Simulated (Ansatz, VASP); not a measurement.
Two plane-wave programs on Si5Sn

```
CELL_PARAMETERS angstrom
5.04306 0.00000 0.00000
-2.52153 4.36742 0.00000
0.00000 0.00000 4.71288
ATOMIC_POSITIONS crystal
Si 0.66479 0.66479 0.00000
Si 0.33333 0.66667 0.50000
Si 0.00000 0.33521 0.00000
Si 0.33521 0.00000 0.00000
Si 0.66667 0.33333 0.50000
Sn 0.00000 0.00000 0.50000
```

Change from the starting cell: species swapped into the MgPd5 type (P-62m, No. 189).

Alike in both runs: task relaxation of cell and atoms; functional PBE; k mesh 6 × 6 × 4; occupations gaussian, width 0.1 eV; no spin polarisation.

|  | VASP | Ansatz |
| --- | --- | --- |
| version | VASP 6.6.1 | Ansatz 0.2.0 |
| potentials or method | VASP PAW PBE potentials, release 64 (Si, Sn_d), cutoff 600 eV | scalar-relativistic, plane waves, PAW |
| valence electrons in the cell | 34 | 34 |

```tsv
	VASP	Ansatz	Ansatz less VASP
gap on the k mesh at the Fermi level, each at its own relaxed structure (eV)	none	none	-
relaxed volume (Å³/atom)	17.38	17.45	+0.074
relaxed cell length with the largest relative difference (Å)	5.087	5.094	+0.0072
```

A gap of «none» marks a metal or a gap that the smearing closes.
